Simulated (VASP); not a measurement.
# Li (P6_3/mmc) in VASP: notebook

Li is run at these levels: BLYP+D3(BJ), LDA, r2SCAN; tasks: single point, relaxation of cell and atoms.

All numbers are computed with VASP 6.6.1; they aren't measurements. Logs are shortened: lines on timing, memory, paths and dates and some standing lists are left out, and cuts for length are marked.

## Step 1: The cell of the first run

The structure is hexagonal, space group P6_3/mmc (No. 194). Conventional cell: a = 2.765 Å, b = 2.765 Å, c = 4.714 Å, α = 90.00°, β = 90.00°, γ = 120.00°. Within 3.6 Å of Li (site symmetry -6m2) lie 12 Li at 2.76 to 2.85 Å.

## Step 2: Single point, BLYP+D3(BJ)

File INCAR:

```
SYSTEM = Li
  PREC = Accurate
  ENCUT = 520
  EDIFF = 1E-6
  ISMEAR = 1
  SIGMA = 0.1
  LREAL = .False.
  LASPH = .True.
  NELM = 100
  ALGO = Normal
  ISIF = 2
  LWAVE = .False.
  LCHARG = .True.
  GGA = B5
  ALDAX = 1.0
  AGGAX = 1.0
  AGGAC = 1.0
  ALDAC = 0.0
  IVDW = 12
  VDW_S6 = 1.0
  VDW_S8 = 2.6996
  VDW_A1 = 0.4298
  VDW_A2 = 4.2359
  LELF = .True.
  LVHAR = .True.
  NBANDS = 10
```

File KPOINTS:

```
Automatic mesh
0
Gamma
  9 9 5
  0 0 0
```

File POSCAR:

```
Li
1.0
    2.7649711214      0.0000000000      0.0000000000
   -1.3824855607      2.3945352319      0.0000000000
    0.0000000000      0.0000000000      4.7142922689
Li
2
Direct
    0.3333333333      0.6666666667      0.2500000000
    0.6666666667      0.3333333333      0.7500000000
```

Potentials or basis: VASP PAW PBE potentials, release 64 (Li_sv).

Launch:

```
$ cat potpaw_PBE.64/Li_sv/POTCAR > POTCAR
$ mpirun -np 1 vasp_std > vasp.out
```

OUTCAR:

```text
SYSTEM = Li
   PREC = Accurate
   ENCUT = 520
   EDIFF = 1E-6
   ISMEAR = 1
   LREAL = .False.
   LASPH = .True.
   NELM = 100
   ISIF = 2
   GGA = B5
   IVDW = 12
 IVDW          = 12

 ion  position               nearest neighbor table
   1  0.333  0.667  0.250-
   2  0.667  0.333  0.750-

  LATTYP: Found a hexagonal cell.
 ALAT       =     2.7649711214
 C/A-ratio  =     1.7050059700

  Lattice vectors:

 A1 = (   2.7649711214,   0.0000000000,   0.0000000000)
 A2 = (  -1.3824855607,   2.3945352319,   0.0000000000)
 A3 = (   0.0000000000,   0.0000000000,   4.7142922689)

Analysis of symmetry for initial positions (statically):
=====================================================================
 Subroutine PRICEL returns:
 Original cell was already a primitive cell.

 Routine SETGRP: Setting up the symmetry group for a
 hexagonal supercell.

 Subroutine GETGRP returns: Found 24 space group operations
 (whereof 12 operations were pure point group operations)
 out of a pool of 24 trial point group operations.

The static configuration has the point symmetry D_3d.
 The point group associated with its full space group is D_6h.

Analysis of symmetry for dynamics (positions and initial velocities):
=====================================================================
 Subroutine PRICEL returns:
 Original cell was already a primitive cell.

 Routine SETGRP: Setting up the symmetry group for a
 hexagonal supercell.

 Subroutine GETGRP returns: Found 24 space group operations
 (whereof 12 operations were pure point group operations)
 out of a pool of 24 trial point group operations.

The dynamic configuration has the point symmetry D_3d.
 The point group associated with its full space group is D_6h.

 Subroutine INISYM returns: Found 24 space group operations
 (whereof 12 operations are pure point group operations),
 and found     1 'primitive' translations

----------------------------------------------------------------------------------------

                                     Primitive cell

  volume of cell :      31.2125

  direct lattice vectors                    reciprocal lattice vectors
     2.764971121  0.000000000  0.000000000     0.361667430  0.208808788  0.000000000
    -1.382485561  2.394535232  0.000000000     0.000000000  0.417617576  0.000000000
     0.000000000  0.000000000  4.714292269     0.000000000  0.000000000  0.212120917

  length of vectors
     2.764971121  2.764971121  4.714292269     0.417617576  0.417617576  0.212120917

  position of ions in fractional coordinates (direct lattice)
     0.333333333  0.666666667  0.250000000
     0.666666667  0.333333333  0.750000000

  ion indices of the primitive-cell ions
   primitive index   ion index
                 1           1
[... 85 lines left out ...]
   NUPDOWN=      -1.0000    fix difference up-down
   EMIN   =  10.00;   EMAX   =-10.00  energy-range for DOS
   EFERMI =   0.00;   METHOD = LEGACY
   ISMEAR =     1;   SIGMA  =   0.10  broadening in eV -4-tet -1-fermi 0-gaus
   EFERMI_NEDOS =   21; number of points for ismear=-14 and -15
   IALGO  =     38    algorithm
   IMIX   =      4    mixing-type and parameters
     AMIX     =   0.40;   BMIX     =  1.00
     AMIX_MAG =   1.60;   BMIX_MAG =  1.00
  volume/ion in A,a.u.               =      15.61       105.32
  Fermi-wavevector in a.u.,A,eV,Ry     =   0.944820  1.785451 12.145718  0.892685
  Thomas-Fermi vector in A             =   2.072662
   LORBIT       =      0    0 simple, 1 ext, 2 COOP (PROOUT), +10 PAW based schemes
   GGA     = B5    functional components
   LHFCALC =     F    Hartree Fock is set to
   AEXX    =    0.0000 exact exchange contribution
   IVDW    =    12    specifies the selected vdW correction
   LEPSILON=     F    determine dielectric tensor
   LRPA    =     F    only Hartree local field effects (RPA)
 non-spin polarized calculation
 Methfessel and Paxton  Order N= 1 SIGMA  =   0.10
  energy-cutoff  :      520.00
  volume of cell :       31.21
 maximum number of plane-waves:       853
 NGX is ok and might be reduce to    24
   NGX = 11   NGY = 11   NGZ = 17

 number of electron       5.9999993 magnetization

 Free energy of the ion-electron system (eV)
  ---------------------------------------------------
  ext. energy  EPLUGINS =         0.00000000
  ---------------------------------------------------
  free energy    TOTEN  =        -3.03085835 eV

  energy without entropy =       -3.03044295  energy(sigma->0) =       -3.03071988

 E-fermi :   1.7896     XC(G=0):  -7.3180

 val. band max:        1.7407517378   @ k =   0.1111  -0.0000   0.0000
 cond. band min:       1.7961976822   @ k =   0.2222  -0.0000   0.2000
 fundamental gap:      0.0554459444
 Fermi energy:         1.7896383071

 k-point     1 :       0.0000    0.0000    0.0000
  band No.  band energies     occupation
      1     -44.9709      2.00000
      2     -44.9303      2.00000
      3      -1.9776      2.00000
      4       1.4225      2.00000
      5       5.4415      0.00000
      6      17.1713      0.00000
      7      17.1714      0.00000
      8      17.9862      0.00000
      9      18.7099      0.00000
     10      18.7099      0.00000
[... 287 lines left out ...]
 k-point    24 :       0.3333    0.3333    0.2000
  band No.  band energies     occupation
      1     -44.9102      2.00000
      2     -44.9102      2.00000
      3       3.7013     -0.00000
      4       4.6190      0.00000
      5       4.6190      0.00000
      6       7.5305      0.00000
      7       9.5527      0.00000
      8       9.5527      0.00000
      9      13.5202      0.00000
     10      15.0525      0.00000

 [... further k-points ...]

------------------------ aborting loop because EDIFF is reached ----------------------------------------

 Edisp (eV)   -0.98502

 E8    (eV) :    -0.7084

  FORCE on cell =-STRESS in cart. coord.  units (eV):
  Direction    XX          YY          ZZ          XY          YZ          ZX
  --------------------------------------------------------------------------------------
  -------------------------------------------------------------------------------------
  Total      -0.01680    -0.01680    -0.01559    -0.00000     0.00000     0.00000
  in kB      -0.86237    -0.86237    -0.80024    -0.00000     0.00000     0.00000
  external pressure =       -0.84 kB  Pullay stress =        0.00 kB

 VOLUME and BASIS-vectors are now :
 -----------------------------------------------------------------------------
  energy-cutoff  :      520.00
  volume of cell :       31.21
      direct lattice vectors                 reciprocal lattice vectors
     2.764971121  0.000000000  0.000000000     0.361667430  0.208808788  0.000000000
    -1.382485561  2.394535232  0.000000000     0.000000000  0.417617576  0.000000000
     0.000000000  0.000000000  4.714292269     0.000000000  0.000000000  0.212120917

 POSITION                                       TOTAL-FORCE (eV/Angst)
 -----------------------------------------------------------------------------------
     -0.00000      1.59636      1.17857        -0.000000     -0.000000      0.000000
      1.38249      0.79818      3.53572         0.000000      0.000000      0.000000
 -----------------------------------------------------------------------------------
    total drift:                               -0.000000      0.000000      0.000000

  FREE ENERGIE OF THE ION-ELECTRON SYSTEM (eV)
  ---------------------------------------------------
  free  energy   TOTEN  =        -4.0158781972 eV

  energy  without entropy=       -4.0154628028  energy(sigma->0) =       -4.01573973
```

stdout:

```text
POSCAR found type information on POSCAR Li
 POSCAR found :  1 types and       2 ions
 scaLAPACK will be used
 -----------------------------------------------------------------------------
|                                                                             |
|                                                                             |
|     You enforced a specific xc type in the INCAR file but a different       |
|     I HOPE YOU KNOW WHAT YOU ARE DOING!                                     |
|                                                                             |
 -----------------------------------------------------------------------------

 LDA part: xc-table for (Slater(with rela. corr.)+VWN5), standard interpolation
 POSCAR, INCAR and KPOINTS ok, starting setup
 FFT: planning ... GRIDC
 FFT: planning ... GRID_SOFT
 FFT: planning ... GRID
 WAVECAR not read
 entering main loop
```

Wall time 13 s (1 thread of Intel Xeon Platinum 8259CL at 2.50GHz (Skylake/Cascade Lake), shared host); peak memory 0.15 GiB.

Results:

```
Free energy                : -4.0159 eV
Band gap on the k mesh     : zero (band 3 reaches 4.49 eV, above the bottom of band 4 at -0.38 eV)
Dispersion energy per atom : -0.493 eV
```

Caveat: the cutoff is under 1.25 times the usual one of these potentials, so pressure, stress and relaxed cells hold a basis-set (Pulay) error; the PAW data sets were made with another functional, which shifts forces and pressure a little; pairwise dispersion overbinds metals, which lowers pressure and volume.

## Step 3: Single point, LDA

This run uses another cell than the first one, of 18.96 Å³/atom, 1.215 times its volume.

File INCAR:

```
  ALGO = Normal
  EDIFF = 1E-7
  ENCUT = 520
  ISIF = 2
  ISMEAR = 1
  LASPH = T
  LCHARG = F
  LREAL = F
  LWAVE = F
  NBANDS = 10
  NELM = 60
  PREC = Accurate
  SIGMA = 0.1
```

File KPOINTS:

```
k-points
0
Gamma
  9 9 5
```

File POSCAR:

```
Li
1.0
    2.9533300901      0.0000000000      0.0000000000
   -1.4766650450      2.5576588838      0.0000000000
    0.0000000000      0.0000000000      5.0212291223
Li
2
Direct
    0.3333333333      0.6666666667      0.2500000000
    0.6666666667      0.3333333333      0.7500000000
```

Potentials or basis: VASP PAW LDA potentials, release 64 (Li_sv).

Launch:

```
$ cat potpaw_LDA.64/Li_sv/POTCAR > POTCAR
$ mpirun -np 1 vasp_std > vasp.out
```

It took 10 s on 1 thread of Intel Xeon Platinum 8259CL at 2.50GHz (Skylake/Cascade Lake), shared host; peak memory 0.13 GiB.

It converged, with:

| Property | Result |
| --- | --- |
| Free energy | -4.1062 eV |
| Band gap on the k mesh | zero (band 3 reaches 3.13 eV, above the bottom of band 4 at -1.27 eV) |

Levels at points of the mesh, in eV from the Fermi level:
```tsv
k point	band 1	band 2	band 3	band 4	band 5	band 6	band 7	band 8
(0.00, 0.00, 0.00)	-45.51	-45.49	-3.56	-0.26	2.88	13.35	13.35	14.17
```

Caveat: the cutoff is under 1.25 times the usual one of these potentials, so pressure, stress and relaxed cells hold a basis-set (Pulay) error.

[end of part 1 of 2]
